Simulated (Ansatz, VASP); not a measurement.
## One calculation of HPt6, two programs

```
Pt H
1.0
     5.61433    0.00000    0.00000
     0.00000    5.61433    0.00000
     0.00000    0.00000   21.85138
Pt H
12 2
Direct
  0.25000 0.25000 0.18305
  0.25000 0.75000 0.18305
  0.75000 0.25000 0.18305
  0.75000 0.75000 0.18305
  0.00000 0.00000 0.27121
  0.00000 0.50000 0.27121
  0.50000 0.00000 0.27121
  0.50000 0.50000 0.27121
  0.25000 0.25000 0.35931
  0.25000 0.75000 0.35931
  0.75000 0.25000 0.35931
  0.75000 0.75000 0.35931
  0.80096 0.00000 0.40919
  0.19904 0.00000 0.40919
```

Alike in both runs: task single point; functional PBE; k mesh 5 × 5 × 1; occupations gaussian, width 0.1 eV; no spin polarisation.

|  | VASP | Ansatz |
| --- | --- | --- |
| version | VASP 6.6.1 | Ansatz 0.2.0 |
| potentials or method | VASP PAW PBE potentials, release 64 (Pt, H), cutoff 520 eV | scalar-relativistic, plane waves, PAW |
| valence electrons in the cell | 122 | 218 |

```csv
,VASP,Ansatz,Ansatz less VASP
gap on the k mesh at the Fermi level (eV),none,none,-
rms of the force components (eV/Å),0.227,0.235,+0.0077
"work function, face that differs most (eV)",5.63,5.62,-0.004
```

Atom by atom the forces differ by 0.010 eV/Å (rms over components). A gap of «none» marks a metal or a gap that the smearing closes. VASP's potentials hold 122 valence electrons a cell and Ansatz's 218, so a difference there can come from the potentials and not from the codes.

Spin-orbit coupling is off throughout.
